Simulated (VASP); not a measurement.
ZrS: single point with PBEsol

The system is ZrS.

```
Zr S
1.0
     2.66057    2.66057    0.00000
    -2.52737    2.52737    0.00000
     0.00000    0.00000    5.15507
Zr S
2 2
Cartesian
  0.0000 0.0000 0.0000
  0.0666 2.5940 2.5775
  0.0666 2.5940 0.0000
  0.0000 0.0000 2.5775
```

This cell differs from its parent crystal: uniaxial strain along a: +3.0 %, then relaxed in part.

```
Program             : VASP 6.6.1
Task                : single point
Functional          : PBEsol
Potentials or basis : VASP PAW PBE potentials, release 64 (Zr_sv, S)
Cutoff              : 520 eV
k mesh              : 14 × 14 × 10
Occupations         : gaussian, width 0.1 eV
Spin                : no spin polarisation
```

| Item | Value |
| --- | --- |
| Pressure | -0.6 GPa |
| Band gap on the k mesh | zero (band 18 reaches 12.62 eV, above the bottom of band 19 at 9.62 eV) |

Stress tensor (GPa, compression positive):
```
-1.04 -1.22  0.00
-1.22 -1.04  0.00
 0.00  0.00  0.21
```

Levels at points of the mesh, in eV from the Fermi level:
| k point | band 14 | band 15 | band 16 | band 17 | band 18 | band 19 | band 20 | band 21 | band 22 | band 23 |
| --- | --- | --- | --- | --- | --- | --- | --- | --- | --- | --- |
| (0.00, 0.00, 0.00) | -3.68 | -3.67 | -3.53 | -3.38 | -1.77 | -1.46 | -1.21 | -0.73 | -0.72 | 0.56 |
| (0.50, 0.00, 0.00) | -5.73 | -5.68 | -5.68 | 0.48 | 0.48 | 0.89 | 0.89 | 1.00 | 1.00 | 1.46 |
| (0.00, 0.50, 0.00) | -6.20 | -5.59 | -5.59 | 0.19 | 0.19 | 0.55 | 0.55 | 1.37 | 1.37 | 2.20 |
| (0.50, 0.50, 0.00) | -4.49 | -4.47 | -4.47 | -3.68 | -3.68 | 0.47 | 0.47 | 2.27 | 2.27 | 2.53 |
| (0.00, 0.00, 0.50) | -4.63 | -4.24 | -4.24 | -2.75 | -2.75 | -0.14 | -0.14 | 1.19 | 1.19 | 1.54 |
| (0.50, 0.00, 0.50) | -6.15 | -5.87 | -5.87 | 1.13 | 1.13 | 1.67 | 1.67 | 1.94 | 1.94 | 2.00 |
| (0.00, 0.50, 0.50) | -6.38 | -6.15 | -6.15 | 1.47 | 1.47 | 1.59 | 1.59 | 1.82 | 1.82 | 2.23 |
| (0.50, 0.50, 0.50) | -6.16 | -5.94 | -5.94 | 0.01 | 0.01 | 0.12 | 0.12 | 1.64 | 1.64 | 2.46 |

Run time: 9.9 min on 1 thread of Oxide Virtual Turin-like Processor (shared host), peak memory 0.57 GiB.

Caveat: the cell differs from its parent crystal (uniaxial strain along a: +3.0 %, then relaxed in part); the PAW data sets were made with another functional, which shifts forces and pressure a little.
